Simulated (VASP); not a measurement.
# Mg (C2/m) in VASP: a series of runs

Runs on Mg. Level: PBE. Tasks: single point, relaxation of cell and atoms.

Everything below comes from runs of VASP 6.6.1. Logs are shortened: lines on timing, memory, paths and dates and some standing lists are left out, and cuts for length are marked.

### 1 The cell of the first run

It takes space group C2/m (No. 12, monoclinic). The conventional cell has a = 4.326 Å, b = 4.928 Å, c = 2.477 Å, α = 90.00°, β = 115.95°, γ = 90.00°. Within 3.3 Å of Mg (site symmetry 2/m) lie 6 Mg at 2.48 to 3.28 Å.

The cell was built from a structure type or drawn by symmetry, and may not be a known phase.

### 2 Single point, PBE

INCAR

```
SYSTEM = Mg
  ALGO = Normal
  EDIFF = 1E-7
  ENCUT = 520
  GGA = PE
  ISIF = 2
  ISMEAR = 0
  LASPH = .True.
  LCHARG = .True.
  LELF = .True.
  LREAL = .False.
  LVHAR = .True.
  LWAVE = .False.
  NBANDS = 7
  NELM = 60
  PREC = Accurate
  SIGMA = 0.1
```

KPOINTS

```
k-points
0
Gamma
  6 6 8
  0 0 0
```

POSCAR

```
Mg
1.0
    2.1632039300     -2.4638123500      0.0000000000
    2.1632039300      2.4638123500      0.0000000000
   -1.0838267100      0.0000000000      2.2270219700
Mg
1
Direct
    0.5000000000      0.5000000000      0.5000000000
```

Potentials or basis: VASP PAW PBE potentials, release 64 (Mg).

The run is started by

```bash
> cat potpaw_PBE.64/Mg/POTCAR > POTCAR
> mpirun -np 1 vasp_std > vasp.out
```

OUTCAR:

```text
SYSTEM = Mg
   EDIFF = 1E-7
   ENCUT = 520
   GGA = PE
   ISIF = 2
   ISMEAR = 0
   LASPH = .True.
   LREAL = .False.
   NELM = 60
   PREC = Accurate

 ion  position               nearest neighbor table
   1  0.500  0.500  0.500-

  LATTYP: Found a base centered monoclinic cell.
 ALAT       =     4.3264078600
 B/A-ratio  =     1.1389644387
 C/A-ratio  =     0.5724733861
 COS(beta)  =    -0.4375997743

  Lattice vectors:

 A1 = (   2.1632039300,  -2.4638123500,   0.0000000000)
 A2 = (   2.1632039300,   2.4638123500,   0.0000000000)
 A3 = (  -1.0838267100,   0.0000000000,   2.2270219700)

Analysis of symmetry for initial positions (statically):
=====================================================================
 Subroutine PRICEL returns:
 Original cell was already a primitive cell.

 Routine SETGRP: Setting up the symmetry group for a
 base centered monoclinic supercell.

 Subroutine GETGRP returns: Found  4 space group operations
 (whereof  4 operations were pure point group operations)
 out of a pool of  4 trial point group operations.

The static configuration has the point symmetry C_2h.

Analysis of symmetry for dynamics (positions and initial velocities):
=====================================================================
 Subroutine PRICEL returns:
 Original cell was already a primitive cell.

 Routine SETGRP: Setting up the symmetry group for a
 base centered monoclinic supercell.

 Subroutine GETGRP returns: Found  4 space group operations
 (whereof  4 operations were pure point group operations)
 out of a pool of  4 trial point group operations.

The dynamic configuration has the point symmetry C_2h.

 Subroutine INISYM returns: Found  4 space group operations
 (whereof  4 operations are pure point group operations),
 and found     1 'primitive' translations

----------------------------------------------------------------------------------------

                                     Primitive cell

  volume of cell :      23.7388

  direct lattice vectors                    reciprocal lattice vectors
     2.163203930 -2.463812350  0.000000000     0.231138633 -0.202937533  0.112488439
     2.163203930  2.463812350  0.000000000     0.231138633  0.202937533  0.112488439
[... 75 lines left out ...]
   ISTART =      0    job   : 0-new  1-cont  2-samecut
   ICHARG =      2    charge: 1-file 2-atom 10-const
   ISPIN  =      1    spin polarized calculation?
   LNONCOLLINEAR =      F non collinear calculations
   LSORBIT =      F    spin-orbit coupling
   LASPH  =      T    aspherical Exc in radial PAW
   ENCUT  =  520.0 eV  38.22 Ry    6.18 a.u.   6.10  6.10  4.61*2*pi/ulx,y,z
   NELM   =     60;   NELMIN=  2; NELMDL= -5     # of ELM steps
   EDIFF  = 0.1E-06   stopping-criterion for ELM
   LREAL  =      F    real-space projection
   EDIFFG = 0.1E-05   stopping-criterion for IOM
   NSW    =      0    number of steps for IOM
   IBRION =     -1    ionic relax: 0-MD 1-quasi-New 2-CG
   NFREE  =      0    steps in history (QN), initial steepest desc. (CG)
   ISIF   =      2    stress and relaxation
   ISYM   =      2    0-nonsym 1-usesym 2-fastsym
   POTIM  = 0.5000    time-step for ionic-motion
   TEBEG  =    0.0;   TEEND  =   0.0 temperature during run
   PSTRESS=    0.0 pullay stress
   NELECT =       2.0000    total number of electrons
   NUPDOWN=      -1.0000    fix difference up-down
   EMIN   =  10.00;   EMAX   =-10.00  energy-range for DOS
   EFERMI =   0.00;   METHOD = LEGACY
   ISMEAR =     0;   SIGMA  =   0.10  broadening in eV -4-tet -1-fermi 0-gaus
   EFERMI_NEDOS =   21; number of points for ismear=-14 and -15
   IALGO  =     38    algorithm
   IMIX   =      4    mixing-type and parameters
     AMIX     =   0.40;   BMIX     =  1.00
     AMIX_MAG =   1.60;   BMIX_MAG =  1.00
  volume/ion in A,a.u.               =      23.74       160.20
  Fermi-wavevector in a.u.,A,eV,Ry     =   0.717681  1.356221  7.007905  0.515066
  Thomas-Fermi vector in A             =   1.806424
   LORBIT       =      0    0 simple, 1 ext, 2 COOP (PROOUT), +10 PAW based schemes
   GGA     = PE    functional components
   LHFCALC =     F    Hartree Fock is set to
   AEXX    =    0.0000 exact exchange contribution
   IVDW    =     0    specifies the selected vdW correction
   LEPSILON=     F    determine dielectric tensor
   LRPA    =     F    only Hartree local field effects (RPA)
 non-spin polarized calculation
 Gauss-broadening in eV      SIGMA  =   0.10
  energy-cutoff  :      520.00
  volume of cell :       23.74
 maximum number of plane-waves:       653
   NGX = 13   NGY = 13   NGZ =  9

 number of electron       2.0000000 magnetization

 Free energy of the ion-electron system (eV)
  ---------------------------------------------------
  ext. energy  EPLUGINS =         0.00000000
  ---------------------------------------------------
  free energy    TOTEN  =        -0.85950276 eV

  energy without entropy =       -0.85517827  energy(sigma->0) =       -0.85734052

 E-fermi :   2.3459     XC(G=0):  -8.3293

 val. band max:        2.3185365075   @ k =  -0.3333   0.3333   0.3750
 cond. band min:       2.3470035330   @ k =   0.3333   0.1667   0.2500
 fundamental gap:      0.0284670255
 Fermi energy:         2.3459235022

 k-point     1 :       0.0000    0.0000    0.0000
  band No.  band energies     occupation
      1      -4.3597      2.00000
      2       9.9583      0.00000
      3      10.5642      0.00000
      4      11.0764      0.00000
      5      11.8464      0.00000
      6      17.6859      0.00000
      7      19.8994      0.00000
[... 221 lines left out ...]
 k-point    24 :      -0.1667    0.1667    0.1250
  band No.  band energies     occupation
      1      -3.2049      2.00000
      2       6.3305      0.00000
      3       9.8635      0.00000
      4      12.4230      0.00000
      5      13.6663      0.00000
      6      16.1628      0.00000
      7      17.9936      0.00000

 [... further k-points ...]
[... 5 lines left out ...]
  --------------------------------------------------------------------------------------
  -------------------------------------------------------------------------------------
  Total        0.2331804     -0.6076736      3.6439304      0.0000000      0.0000000     -2.4069505
  in kB       15.7377641    -41.0129853    245.9354133      0.0000000      0.0000000   -162.4494123
  external PRESSURE =      73.5533974 kB  Pullay stress =       0.0000000 kB

 VOLUME and BASIS-vectors are now :
 -----------------------------------------------------------------------------
  energy-cutoff  :      520.00
  volume of cell :       23.74
      direct lattice vectors                 reciprocal lattice vectors
     2.163203930 -2.463812350  0.000000000     0.231138633 -0.202937533  0.112488439
     2.163203930  2.463812350  0.000000000     0.231138633  0.202937533  0.112488439
    -1.083826710  0.000000000  2.227021970     0.000000000  0.000000000  0.449030146

 POSITION                                       TOTAL-FORCE (eV/Angst)
 -----------------------------------------------------------------------------------
      1.62129      0.00000      1.11351         0.000000      0.000000      0.000000
 -----------------------------------------------------------------------------------
    total drift:                               -0.000000     -0.000000      0.000000

  FREE ENERGIE OF THE ION-ELECTRON SYSTEM (eV)
  ---------------------------------------------------
  free  energy   TOTEN  =        -0.8595027580 eV

  energy  without entropy=       -0.8551782743  energy(sigma->0) =       -0.85734052
```

OSZICAR:

```text
N       E                     dE             d eps       ncg     rms          rms(c)
DAV:   1    -0.150005257619E+00   -0.15001E+00   -0.64492E+02  1246   0.195E+02
DAV:   2    -0.859743827612E+00   -0.70974E+00   -0.68234E+00  1673   0.114E+01
DAV:   3    -0.862334752880E+00   -0.25909E-02   -0.25849E-02  1680   0.802E-01
DAV:   4    -0.862338166032E+00   -0.34132E-05   -0.34130E-05  1729   0.209E-02
DAV:   5    -0.862338171893E+00   -0.58608E-08   -0.56588E-08  1673   0.554E-04    0.584E-01
DAV:   6    -0.860906711288E+00    0.14315E-02   -0.89224E-04  1449   0.116E-01    0.377E-01
DAV:   7    -0.859517703600E+00    0.13890E-02   -0.26929E-03  1330   0.203E-01    0.290E-02
DAV:   8    -0.859503132706E+00    0.14571E-04   -0.59993E-05  1575   0.333E-02    0.416E-03
DAV:   9    -0.859502898480E+00    0.23423E-06   -0.69789E-07  1715   0.424E-03    0.541E-04
DAV:  10    -0.859502753177E+00    0.14530E-06   -0.21181E-08  1267   0.833E-04    0.934E-05
DAV:  11    -0.859502758000E+00   -0.48233E-08   -0.33240E-10   770   0.942E-05
   1 F= -.85950276E+00 E0= -.85734052E+00  d E =-.432448E-02
```

stdout:

```text
POSCAR found type information on POSCAR Mg
 POSCAR found :  1 types and       1 ions
 scaLAPACK will be used
 LDA part: xc-table for (Slater+PW92), standard interpolation
 POSCAR, INCAR and KPOINTS ok, starting setup
 FFT: planning ... GRIDC
 FFT: planning ... GRID_SOFT
 FFT: planning ... GRID
 WAVECAR not read
 entering main loop
```

Run time: 6.6 s. Hardware: 1 thread of Intel Xeon 8259CL, shared host; peak memory 0.14 GiB.

Results:

- Free energy: -0.8595 eV
- Pressure: 7.4 GPa
- Band gap on the k mesh: zero (bands 1 and 2 overlap by 4.28 eV)

Caveat: the cell stands under pressure.

### 3 Relaxation of cell and atoms, PBE

INCAR

```
SYSTEM = Mg
ALGO = Normal
EDIFF = 1E-6
EDIFFG = -0.04
ENCUT = 600
GGA = PE
IBRION = 2
ISIF = 3
ISMEAR = 0
LASPH = .True.
LCHARG = .False.
LREAL = .False.
LWAVE = .False.
NELM = 60
NSW = 90
PREC = Accurate
SIGMA = 0.1
```

KPOINTS is that of step 2.

POSCAR is that of step 2.

Potentials or basis: VASP PAW PBE potentials, release 64 (Mg).

The run is started by

```bash
> cat potpaw_PBE.64/Mg/POTCAR > POTCAR
> mpirun -np 1 vasp_std > vasp.out
```

Wall time 57 s (1 thread of Intel Xeon 8259CL, shared host); peak memory 0.16 GiB.

Results (log left out):

| Item | Value |
| --- | --- |
| Free energy | -1.4792 eV |
| Relaxed volume | 22.99 Å³/atom |
| Relaxed cell | a = 3.103 Å, b = 3.103 Å, c = 3.236 Å, α = 117.78°, β = 117.78°, γ = 92.59° |
| Space group after relaxing (to 0.1 Å) | Fmmm (No. 69) |
| Energy gained by relaxing | 619.6 meV/atom |
| Ionic steps | 16 |
| Pressure after relaxing | 0.0 GPa |
| Band gap on the k mesh | zero (bands 1 and 2 overlap by 2.67 eV) |

Stress tensor (GPa, compression positive):
```
 0.18  0.00  0.14
 0.00 -0.13  0.00
 0.14  0.00 -0.10
```

Step by step:
```
step  energy change (eV)  largest force (eV/Å)  pressure (GPa)  volume (Å³)
   1              0.0000                0.0000            7.36        23.74
   2             -0.4974                0.0000           -2.99        27.09
   3             -0.5045                0.0000           -3.41        27.34
   4             -0.5112                0.0000           -4.01        27.84
   5             -0.5790                0.0000           -2.48        25.31
   6             -0.6010                0.0000           -0.83        23.71
   7             -0.5755                0.0000            4.91        20.65
   8             -0.6056                0.0000            0.11        23.01
   9             -0.6063                0.0000            0.74        22.60
  10             -0.6154                0.0000            0.60        22.65
  11             -0.6175                0.0000            0.60        22.68
  12             -0.6177                0.0000            0.59        22.67
  13             -0.6189                0.0000           -0.07        23.08
  14             -0.6190                0.0000           -0.17        23.14
  15             -0.6193                0.0000           -0.13        23.09
  16             -0.6196                0.0000           -0.01        22.99
```

Final structure:
```yaml
crystal:
  lattice:
    - [2.08954, -2.24344, -0.48068]
    - [2.08954, 2.24344, -0.48068]
    - [-1.59150, 0.00000, 2.81780]
  atoms:
    - { symbol: Mg, position: [0.50000, 0.50000, 0.50000] }
```

Levels at points of the mesh, in eV from the Fermi level:
| k point | band 1 | band 2 | band 3 | band 4 |
| --- | --- | --- | --- | --- |
| (0.00, 0.00, 0.00) | -6.98 | 11.89 | 12.44 | 12.79 |
| (0.50, 0.00, 0.00) | -1.71 | -1.25 | 10.13 | 10.56 |
| (0.50, 0.50, 0.00) | -0.21 | 0.82 | 6.06 | 6.56 |
| (0.00, 0.00, 0.50) | -0.95 | -0.12 | 6.66 | 7.70 |
| (0.50, 0.00, 0.50) | -1.79 | -1.40 | 10.35 | 10.90 |
| (0.50, 0.50, 0.50) | 0.42 | 1.51 | 5.54 | 6.02 |

Caveat: a cell axis changed by over 15 % at a fixed basis, so the end point is rough.
